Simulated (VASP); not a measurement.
A run of VASP 6.6.1 is set up as follows.

The input INCAR:

```
SYSTEM = Hf2NbN2
ALGO = Normal
EDIFF = 1E-6
ENCUT = 520
GGA = PE
ISIF = 2
ISMEAR = 0
LASPH = .True.
LCHARG = .False.
LREAL = .False.
LWAVE = .False.
NBANDS = 30
NELM = 80
PREC = Accurate
SIGMA = 0.1
```

KPOINTS

```
k-points
0
Gamma
  6 6 4
  0 0 0
```

File POSCAR:

```
Hf2NbN2
1.0
    3.7181793000      0.0000000000      0.0000000000
    0.0000000000      3.7181793000      0.0000000000
    0.0000000000      0.0000000000      6.3170105300
Hf Nb N
2 1 2
Direct
    0.5000000000      0.0000000000      0.0000000000
    0.0000000000      0.5000000000      0.0000000000
    0.5000000000      0.5000000000      0.5000000000
    0.5000000000      0.5000000000      0.8680656000
    0.5000000000      0.5000000000      0.1319344000
```

Potentials or basis: VASP PAW PBE potentials, release 64 (Hf_pv, Nb_sv, N).

Launch:

```bash
$ cat potpaw_PBE.64/Hf_pv/POTCAR potpaw_PBE.64/Nb_sv/POTCAR potpaw_PBE.64/N/POTCAR > POTCAR
$ mpirun -np 1 vasp_std > vasp.out
```

Task: What does it give for the pressure?

Result: 32.4 GPa.

Task: Estimate the largest force.

Result: 9.438 eV/Å.

Forces in eV/Å, atoms in the order of the input:
```
Hf   0.000  0.000  0.000
Hf   0.000  0.000  0.000
Nb   0.000  0.000  0.000
N    0.000  0.000 -9.438
N    0.000  0.000  9.438
```

Caveat: forces of over 1 eV/Å act on the atoms, so gaps and moduli don't describe the material at rest.
